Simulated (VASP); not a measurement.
# Sc (P6/mmm) in VASP: further runs

Runs on Sc. Level: RPBE. Tasks: single point.

All numbers are computed with VASP 6.6.1; they aren't measurements. Logs are shortened: lines on timing, memory, paths and dates and some standing lists are left out, and cuts for length are marked.

### 1 The cell of the first run

Symmetry: P6/mmm, No. 191, hexagonal system. Conventional cell: a = 4.998 Å, b = 4.998 Å, c = 3.118 Å, α = 90.00°, β = 90.00°, γ = 120.00°. Sc (site symmetry 6/mmm) has 14 Sc at 3.12 to 3.28 Å within 4.1 Å. Sc (site symmetry -6m2) has 11 Sc at 2.89 to 3.28 Å within 3.8 Å.

### 2 Single point, RPBE (volume scaled by 0.88)

INCAR reads:

```
SYSTEM = Sc
PREC = Accurate ; ENCUT = 520
EDIFF = 1E-6 ; ISMEAR = -1
SIGMA = 0.1 ; LREAL = .False.
LASPH = .True. ; NELM = 60
ALGO = Normal ; ISIF = 2
LWAVE = .False. ; LCHARG = .False.
GGA = RP ; NBANDS = 24
```

KPOINTS reads:

```
Automatic mesh
0
Gamma
  8 8 11
  0 0 0
```

POSCAR reads:

```
Sc
1.0
    4.9977218777      0.0000000000      0.0000000000
   -2.4988609388      4.3281541071      0.0000000000
    0.0000000000      0.0000000000      3.1184849074
Sc
3
Direct
    0.0000000000      0.0000000000      0.0000000000
    0.3333333333      0.6666666667      0.5000000000
    0.6666666667      0.3333333333      0.5000000000
```

Potentials or basis: VASP PAW PBE potentials, release 64 (Sc_sv).

The run is started by

```console
> cat potpaw_PBE.64/Sc_sv/POTCAR > POTCAR
> mpirun -np 1 vasp_std > vasp.out
```

OUTCAR:

```text
SYSTEM = Sc
   PREC = Accurate
   ENCUT = 520
   EDIFF = 1E-6
   ISMEAR = -1
   LREAL = .False.
   LASPH = .True.
   NELM = 60
   ISIF = 2
   GGA = RP

 ion  position               nearest neighbor table
   1  0.000  0.000  0.000-   2 3.28   3 3.28   2 3.28   3 3.28   2 3.28   2 3.28   3 3.28   3 3.28
                             3 3.28   3 3.28   2 3.28   2 3.28
   2  0.333  0.667  0.500-   3 2.89   3 2.89   3 2.89   1 3.28   1 3.28   1 3.28   1 3.28   1 3.28
                             1 3.28
   3  0.667  0.333  0.500-   2 2.89   2 2.89   2 2.89   1 3.28   1 3.28   1 3.28   1 3.28   1 3.28
                             1 3.28

  LATTYP: Found a hexagonal cell.
 ALAT       =     4.9977218777
 C/A-ratio  =     0.6239812826

  Lattice vectors:

 A1 = (   4.9977218777,   0.0000000000,   0.0000000000)
 A2 = (  -2.4988609388,   4.3281541071,   0.0000000000)
 A3 = (   0.0000000000,   0.0000000000,   3.1184849074)

Analysis of symmetry for initial positions (statically):
=====================================================================
 Subroutine PRICEL returns:
 Original cell was already a primitive cell.

 Routine SETGRP: Setting up the symmetry group for a
 hexagonal supercell.

 Subroutine GETGRP returns: Found 24 space group operations
 (whereof 24 operations were pure point group operations)
 out of a pool of 24 trial point group operations.

The static configuration has the point symmetry D_6h.

Analysis of symmetry for dynamics (positions and initial velocities):
=====================================================================
 Subroutine PRICEL returns:
 Original cell was already a primitive cell.

 Routine SETGRP: Setting up the symmetry group for a
 hexagonal supercell.

 Subroutine GETGRP returns: Found 24 space group operations
 (whereof 24 operations were pure point group operations)
 out of a pool of 24 trial point group operations.

The dynamic configuration has the point symmetry D_6h.

 Subroutine INISYM returns: Found 24 space group operations
 (whereof 24 operations are pure point group operations),
 and found     1 'primitive' translations

----------------------------------------------------------------------------------------

                                     Primitive cell

  volume of cell :      67.4557

  direct lattice vectors                    reciprocal lattice vectors
     4.997721878  0.000000000  0.000000000     0.200091166  0.115522689  0.000000000
    -2.498860939  4.328154107  0.000000000     0.000000000  0.231045378  0.000000000
     0.000000000  0.000000000  3.118484907     0.000000000  0.000000000  0.320668539

  length of vectors
     4.997721878  4.997721878  3.118484907     0.231045378  0.231045378  0.320668539

  position of ions in fractional coordinates (direct lattice)
     0.000000000  0.000000000  0.000000000
     0.333333333  0.666666667  0.500000000
     0.666666667  0.333333333  0.500000000

  ion indices of the primitive-cell ions
   primitive index   ion index
                 1           1
                 2           2
                 3           3

----------------------------------------------------------------------------------------

 KPOINTS: Automatic mesh

Automatic generation of k-mesh.
 Grid dimensions read from file:
 generate k-points for:    8    8   11

 Generating k-lattice:

  Cartesian coordinates                     Fractional coordinates (reciprocal lattice)
     0.025011396  0.014440336  0.000000000     0.125000000  0.000000000  0.000000000
     0.000000000  0.028880672  0.000000000     0.000000000  0.125000000  0.000000000
     0.000000000  0.000000000  0.029151685     0.000000000  0.000000000  0.090909091

  Length of vectors
     0.028880672  0.028880672  0.029151685

  Shift w.r.t. Gamma in fractional coordinates (k-lattice)
     0.000000000  0.000000000  0.000000000

 Subroutine IBZKPT returns following result:
 ===========================================

 Found     60 irreducible k-points:

 Following reciprocal coordinates:
            Coordinates               Weight
  0.000000  0.000000  0.000000      1.000000
  0.125000  0.000000  0.000000      6.000000
  0.250000  0.000000  0.000000      6.000000
  0.375000  0.000000  0.000000      6.000000
  0.500000  0.000000  0.000000      3.000000
  0.125000  0.125000  0.000000      6.000000
[... 16 lines left out ...]
  0.250000  0.000000  0.181818     12.000000
  0.375000  0.000000  0.181818     12.000000
 [... further k-points ...]
   k-points           NKPTS =     60   k-points in BZ     NKDIM =     60   number of bands    NBANDS=     24
   number of dos      NEDOS =    301   number of ions     NIONS =      3
   total plane-waves  NPLWV =  38400
   dimension x,y,z NGX =    40 NGY =   40 NGZ =   24
   dimension x,y,z NGXF=    80 NGYF=   80 NGZF=   48
   ions per type =               3
   NGX,Y,Z   is equivalent  to a cutoff of  13.31, 13.31, 12.79 a.u.
   NGXF,Y,Z  is equivalent  to a cutoff of  26.61, 26.61, 25.59 a.u.
 SYSTEM =  Sc
   PREC   = accura    normal or accurate (medium, high low for compatibility)
   ISTART =      0    job   : 0-new  1-cont  2-samecut
   ICHARG =      2    charge: 1-file 2-atom 10-const
   ISPIN  =      1    spin polarized calculation?
   LNONCOLLINEAR =      F non collinear calculations
   LSORBIT =      F    spin-orbit coupling
   LASPH  =      T    aspherical Exc in radial PAW
   ENCUT  =  520.0 eV  38.22 Ry    6.18 a.u.   9.29  9.29  5.80*2*pi/ulx,y,z
   NELM   =     60;   NELMIN=  2; NELMDL= -5     # of ELM steps
   EDIFF  = 0.1E-05   stopping-criterion for ELM
   LREAL  =      F    real-space projection
[... 7 lines left out ...]
   TEBEG  =    0.0;   TEEND  =   0.0 temperature during run
   PSTRESS=    0.0 pullay stress
   NELECT =      33.0000    total number of electrons
   NUPDOWN=      -1.0000    fix difference up-down
   EMIN   =  10.00;   EMAX   =-10.00  energy-range for DOS
   EFERMI =   0.00;   METHOD = LEGACY
   ISMEAR =    -1;   SIGMA  =   0.10  broadening in eV -4-tet -1-fermi 0-gaus
   EFERMI_NEDOS =   21; number of points for ismear=-14 and -15
   IALGO  =     38    algorithm
   IMIX   =      4    mixing-type and parameters
     AMIX     =   0.40;   BMIX     =  1.00
     AMIX_MAG =   1.60;   BMIX_MAG =  1.00
  volume/ion in A,a.u.               =      22.49       151.74
  Fermi-wavevector in a.u.,A,eV,Ry     =   1.289951  2.437655 22.639747  1.663974
  Thomas-Fermi vector in A             =   2.421813
   LORBIT       =      0    0 simple, 1 ext, 2 COOP (PROOUT), +10 PAW based schemes
   GGA     = RP    functional components
   LHFCALC =     F    Hartree Fock is set to
   AEXX    =    0.0000 exact exchange contribution
   IVDW    =     0    specifies the selected vdW correction
   LEPSILON=     F    determine dielectric tensor
   LRPA    =     F    only Hartree local field effects (RPA)
 non-spin polarized calculation
  energy-cutoff  :      520.00
  volume of cell :       67.46
 maximum number of plane-waves:      1842
 NGX is ok and might be reduce to    40
   NGX = 19   NGY = 19   NGZ = 11

 number of electron      32.9999995 magnetization

 Free energy of the ion-electron system (eV)
  ---------------------------------------------------
  ext. energy  EPLUGINS =         0.00000000
  ---------------------------------------------------
  free energy    TOTEN  =       -17.53486557 eV

  energy without entropy =      -17.35431139  energy(sigma->0) =      -17.44458848

 E-fermi :   4.2968     XC(G=0): -10.1263

 val. band max:        4.2775549875   @ k =   0.3750   0.1250   0.4545
 cond. band min:       4.2984174675   @ k =   0.5000   0.0000   0.3636
 fundamental gap:      0.0208624800
 Fermi energy:         4.2968445440

 k-point     1 :       0.0000    0.0000    0.0000
  band No.  band energies     occupation
      1     -45.0235      2.00000
      2     -44.9124      2.00000
      3     -44.8823      2.00000
      4     -23.7655      2.00000
      5     -23.7655      2.00000
      6     -23.5978      2.00000
[... 16 lines left out ...]
     23       6.9256      0.00000
     24       6.9405      0.00000

 k-point     2 :       0.1250    0.0000    0.0000
  band No.  band energies     occupation
      1     -45.0181      2.00000
      2     -44.9137      2.00000
      3     -44.8865      2.00000
      4     -23.7907      2.00000
      5     -23.7732      2.00000
      6     -23.5684      2.00000
[... 16 lines left out ...]
     23       6.6542      0.00000
     24       6.6918      0.00000

 k-point     3 :       0.2500    0.0000    0.0000
  band No.  band energies     occupation
      1     -45.0030      2.00000
      2     -44.9177      2.00000
      3     -44.8979      2.00000
      4     -23.8343      2.00000
      5     -23.7659      2.00000
      6     -23.5129      2.00000
[... 16 lines left out ...]
     23       6.6048      0.00000
     24       6.9818      0.00000

 k-point     4 :       0.3750    0.0000    0.0000
  band No.  band energies     occupation
      1     -44.9816      2.00000
      2     -44.9276      2.00000
      3     -44.9096      2.00000
      4     -23.8672      2.00000
      5     -23.7206      2.00000
      6     -23.5040      2.00000
[... 16 lines left out ...]
     23       6.7185      0.00000
     24       7.4391      0.00000

 k-point     5 :       0.5000    0.0000    0.0000
  band No.  band energies     occupation
      1     -44.9656      2.00000
      2     -44.9404      2.00000
      3     -44.9130      2.00000
      4     -23.8791      2.00000
      5     -23.6681      2.00000
      6     -23.5726      2.00000
[... 451 lines left out ...]
 k-point    22 :       0.1250    0.0000    0.1818
  band No.  band energies     occupation
      1     -45.0039      2.00000
      2     -44.9078      2.00000
      3     -44.8770      2.00000
      4     -23.7724      2.00000
      5     -23.7556      2.00000
      6     -23.5623      2.00000
[... 16 lines left out ...]
     23       6.5796      0.00000
     24       6.7444      0.00000

 k-point    23 :       0.2500    0.0000    0.1818
  band No.  band energies     occupation
      1     -44.9897      2.00000
      2     -44.9108      2.00000
      3     -44.8885      2.00000
      4     -23.8087      2.00000
      5     -23.7473      2.00000
      6     -23.5466      2.00000
[... 16 lines left out ...]
     23       6.6293      0.00000
     24       6.9074      0.00000

 k-point    24 :       0.3750    0.0000    0.1818
  band No.  band energies     occupation
      1     -44.9698      2.00000
      2     -44.9181      2.00000
      3     -44.9012      2.00000
      4     -23.8372      2.00000
      5     -23.7121      2.00000
      6     -23.5538      2.00000
[... 16 lines left out ...]
     23       6.7626      0.00000
     24       7.2594      0.00000

 [... further k-points ...]

------------------------ aborting loop because EDIFF is reached ----------------------------------------

  FORCE on cell =-STRESS in cart. coord.  units (eV):
  Direction    XX          YY          ZZ          XY          YZ          ZX
  --------------------------------------------------------------------------------------
  -------------------------------------------------------------------------------------
  Total        3.2231164      3.2231164      3.3522557      0.0000000      0.0000000     -0.0000000
  in kB       76.5540423     76.5540423     79.6213024      0.0000000      0.0000000     -0.0000000
  external PRESSURE =      77.5764623 kB  Pullay stress =       0.0000000 kB

 VOLUME and BASIS-vectors are now :
 -----------------------------------------------------------------------------
  energy-cutoff  :      520.00
  volume of cell :       67.46
      direct lattice vectors                 reciprocal lattice vectors
     4.997721878  0.000000000  0.000000000     0.200091166  0.115522689  0.000000000
    -2.498860939  4.328154107  0.000000000     0.000000000  0.231045378  0.000000000
     0.000000000  0.000000000  3.118484907     0.000000000  0.000000000  0.320668539

 POSITION                                       TOTAL-FORCE (eV/Angst)
 -----------------------------------------------------------------------------------
      0.00000      0.00000      0.00000        -0.000000      0.000000      0.000000
     -0.00000      2.88544      1.55924         0.000000      0.000000      0.000000
      2.49886      1.44272      1.55924        -0.000000      0.000000      0.000000
 -----------------------------------------------------------------------------------
    total drift:                                0.000000      0.000000      0.000000

  FREE ENERGIE OF THE ION-ELECTRON SYSTEM (eV)
  ---------------------------------------------------
  free  energy   TOTEN  =       -17.5348655711 eV

  energy  without entropy=      -17.3543113939  energy(sigma->0) =      -17.44458848
```

It took 46 s on 1 thread of Intel Xeon 6975P-C (Granite Rapids), shared host; peak memory 0.22 GiB.

Results:

```
Free energy : -17.5349 eV
Pressure    : 7.8 GPa
```

Stress tensor (GPa, compression positive):
```
7.66 0.00 0.00
0.00 7.66 0.00
0.00 0.00 7.96
```

Caveat: the PAW data sets were made with another functional, which shifts forces and pressure a little.

### 3 Single point, RPBE (volume scaled by 0.92)

INCAR reads:

```
SYSTEM = Sc
ALGO = Normal
EDIFF = 1E-7
ENCUT = 520
GGA = RP
ISIF = 2
ISMEAR = -1
LASPH = .True.
LCHARG = .True.
LELF = .True.
LREAL = .False.
LVHAR = .True.
LWAVE = .False.
NBANDS = 24
NELM = 60
PREC = Accurate
SIGMA = 0.1
```

KPOINTS reads:

```
k-points
0
Gamma
  8 8 11
  0 0 0
```

POSCAR reads:

```
Sc
1.0
    5.0723257404      0.0000000000      0.0000000000
   -2.5361628702      4.3927629474      0.0000000000
    0.0000000000      0.0000000000      3.1650363213
Sc
3
Direct
    0.0000000000      0.0000000000      0.0000000000
    0.3333333333      0.6666666667      0.5000000000
    0.6666666667      0.3333333333      0.5000000000
```

Potentials or basis: VASP PAW PBE potentials, release 64 (Sc_sv).

The run is started by

```console
> cat potpaw_PBE.64/Sc_sv/POTCAR > POTCAR
> mpirun -np 1 vasp_std > vasp.out
```

It took 47 s on 1 thread of Intel Xeon 6975P-C (Granite Rapids), shared host; peak memory 0.22 GiB.

The run converged. Its results:

```
Free energy : -17.6550 eV
Pressure    : 4.7 GPa
```

Stress tensor (GPa, compression positive):
```
4.63 0.00 0.00
0.00 4.63 0.00
0.00 0.00 4.87
```

Levels at points of the mesh, in eV from the Fermi level:
```tsv
k point	band 14	band 15	band 16	band 17	band 18	band 19
(0.00, 0.00, 0.00)	-0.80	-0.05	-0.05	-0.02	-0.02	0.74
(0.50, 0.00, 0.00)	-3.04	-1.63	0.48	0.63	0.67	0.78
```

Caveat: the PAW data sets were made with another functional, which shifts forces and pressure a little.

### 4 Single point, RPBE (volume scaled by 0.96)

INCAR reads:

```
  ALGO = Normal
  EDIFF = 1E-6
  ENCUT = 520
  GGA = RP
  ISIF = 2
  ISMEAR = -1
  LASPH = T
  LCHARG = F
  LREAL = F
  LWAVE = F
  NBANDS = 24
  NELM = 60
  PREC = Accurate
  SIGMA = 0.1
```

KPOINTS reads:

```
k-points
0
Gamma
  8 8 11
```

POSCAR reads:

```
Sc
1.0
    5.1447973280      0.0000000000      0.0000000000
   -2.5723986640      4.4555251833      0.0000000000
    0.0000000000      0.0000000000      3.2102572355
Sc
3
Direct
    0.0000000000      0.0000000000      0.0000000000
    0.3333333333      0.6666666667      0.5000000000
    0.6666666667      0.3333333333      0.5000000000
```

The run is started by

```console
> cat potpaw_PBE.64/Sc_sv/POTCAR > POTCAR
> mpirun -np 1 vasp_std > vasp.out
```

It took 45 s on 1 thread of Intel Xeon 6975P-C (Granite Rapids), shared host; peak memory 0.23 GiB.

It converged, with:

```
Free energy : -17.7216 eV
Pressure    : 2.2 GPa
```

Stress tensor (GPa, compression positive):
```
2.11 0.00 0.00
0.00 2.11 0.00
0.00 0.00 2.23
```

Levels at points of the mesh, in eV from the Fermi level:
| k point | band 14 | band 15 | band 16 | band 17 | band 18 | band 19 |
| --- | --- | --- | --- | --- | --- | --- |
| (0.00, 0.00, 0.00) | -0.74 | -0.07 | -0.07 | -0.04 | -0.04 | 0.69 |
| (0.50, 0.00, 0.00) | -3.04 | -1.57 | 0.48 | 0.62 | 0.66 | 0.67 |

Caveat: the PAW data sets were made with another functional, which shifts forces and pressure a little.

### 5 Overview

| cell | gap on the mesh (eV) | pressure (GPa) |
| --- | --- | --- |
| a = 4.998, b = 4.998, c = 3.118 Å, angles 90.0, 90.0, 120.0°, 3 atoms | none | 7.8 |
| a = 5.072, b = 5.072, c = 3.165 Å, angles 90.0, 90.0, 120.0°, 3 atoms | none | 4.7 |
| a = 5.145, b = 5.145, c = 3.210 Å, angles 90.0, 90.0, 120.0°, 3 atoms | none | 2.2 |

Alike in all rows: task single point; level RPBE; potentials or basis VASP PAW PBE potentials, release 64 (Sc_sv); no spin polarisation; k mesh 8 × 8 × 11; cutoff (eV) 520; smearing fermi-dirac 0.1 eV.

Caveats: the PAW data sets were made with another functional, which shifts forces and pressure a little.

Total energies depend on the potentials used, so only differences within one code and one set of settings carry meaning.
